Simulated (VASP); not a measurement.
Wanted: the native input for a VASP 6.6.1 run.

| Quantity | Value |
| --- | --- |
| Task | single point |
| Functional | PBEsol |
| Potentials or basis | VASP PAW PBE potentials, release 64 (Ga_d, As) |
| Cutoff | 520 eV |
| k mesh | 6 × 6 × 6 |
| Occupations | gaussian, width 0.01 eV |
| Spin | non-collinear spin, zero start, spin-orbit coupling |
| Starting moments | [[0.0, 0.0, 0.0], [0.0, 0.0, 0.0]] μB |
| Dipole correction | no |
| Further INCAR settings | ALGO = Normal; EDIFF = 1e-06; NBANDS = 30 |

The structure of GaAs lies in POSCAR:

```
GaAs
1.0
    0.0000000000      2.8268500000      2.8268500000
    2.8268500000      0.0000000000      2.8268500000
    2.8268500000      2.8268500000      0.0000000000
Ga As
1 1
Direct
    0.0000000000      0.0000000000      0.0000000000
    0.2500000000      0.2500000000      0.2500000000
```

The input as run:

INCAR

```
PREC = Accurate
ENCUT = 520
EDIFF = 1E-6
ISMEAR = 0
SIGMA = 0.01
LREAL = F
LASPH = T
NELM = 150
ALGO = Normal
ISIF = 2
LWAVE = F
LCHARG = F
MAGMOM = 0 0 0 0 0 0
LORBIT = 11
LSORBIT = T
GGA_COMPAT = F
LORBMOM = T
GGA = PS
NBANDS = 30
```

KPOINTS

```
Automatic mesh
0
Gamma
  6 6 6
```

Potentials or basis: VASP PAW PBE potentials, release 64 (Ga_d, As).

Launch:

```console
$ cat potpaw_PBE.64/Ga_d/POTCAR potpaw_PBE.64/As/POTCAR > POTCAR
$ mpirun -np 1 vasp_ncl > vasp.out
```

It gave:

* Pressure: 0.3 GPa
* Net moment: 0.00 μB per cell
* Valence electrons inside the program's atomic spheres: Ga 11.68; As 2.84

Caveat: the PAW data sets were made with another functional, which shifts forces and pressure a little.

It took 2.2 min on 1 thread of Intel Xeon 8259CL, with other jobs on the host, peak memory 0.3 GiB.
